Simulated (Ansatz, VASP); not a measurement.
**Two plane-wave programs on C**

Contents of INCAR:

```
SYSTEM = C
PREC = Accurate ; ENCUT = 520
EDIFF = 1E-7 ; ISMEAR = 0
SIGMA = 0.1 ; LREAL = .FALSE.
LASPH = .TRUE. ; NELM = 60
ALGO = Normal ; ISIF = 2
LWAVE = .FALSE. ; LCHARG = .TRUE.
GGA = PE ; LELF = .TRUE.
LVHAR = .TRUE. ; NBANDS = 16
```

File KPOINTS:

```
Automatic mesh
0
G
  8 8 8
  0 0 0
```

The input POSCAR:

```
C
1.0
    1.1835078700     -3.8797583900      0.0000000000
    1.1835078700      3.8797583900      0.0000000000
    0.0000000000      0.0000000000      2.4620297400
C
4
Direct
    0.0940261200      0.9059738800      0.5000000000
    0.9059738800      0.0940261200      0.5000000000
    0.1949989000      0.8050011000      0.0000000000
    0.8050011000      0.1949989000      0.0000000000
```

Input for Ansatz:

```yaml
crystal:
  lattice:
    - [1.18350787, -3.87975839, 0.0]
    - [1.18350787, 3.87975839, 0.0]
    - [0.0, 0.0, 2.46202974]
  atoms:
    - { symbol: C, position: [0.09402612, 0.90597388, 0.5] }
    - { symbol: C, position: [0.90597388, 0.09402612, 0.5] }
    - { symbol: C, position: [0.1949989, 0.8050011, 0.0] }
    - { symbol: C, position: [0.8050011, 0.1949989, 0.0] }
basis:
  ecutwfc: 420
kpoints:
  mp_grid: { grid: [8, 8, 8] }
hamiltonian:
  xc: pbe
scf:
  occupations: { method: gaussian, width: 0.1 }
  lower_state_search: "off"
output:
  forces: true
  stress: true
  eigenvalues: true
```

Alike in both runs: task single point; functional PBE; k mesh 8 × 8 × 8; occupations gaussian, width 0.1 eV; no spin polarisation.

|  | VASP | Ansatz |
| --- | --- | --- |
| version | VASP 6.6.1 | Ansatz 0.2.0 |
| potentials or method | VASP PAW PBE potentials, release 64 (C), cutoff 520 eV | scalar-relativistic, plane waves, PAW |
| valence electrons in the cell | 16 | 16 |

```csv
,VASP,Ansatz,Ansatz less VASP
gap on the k mesh at the Fermi level (eV),none,none,-
rms of the force components (eV/Å),2.039,2.032,-0.0071
```

Atom by atom the forces differ by 0.007 eV/Å (rms over components). A gap of «none» marks a metal or a gap that the smearing closes. With one functional, cell and mesh, what is left measures potentials, basis and numerics.
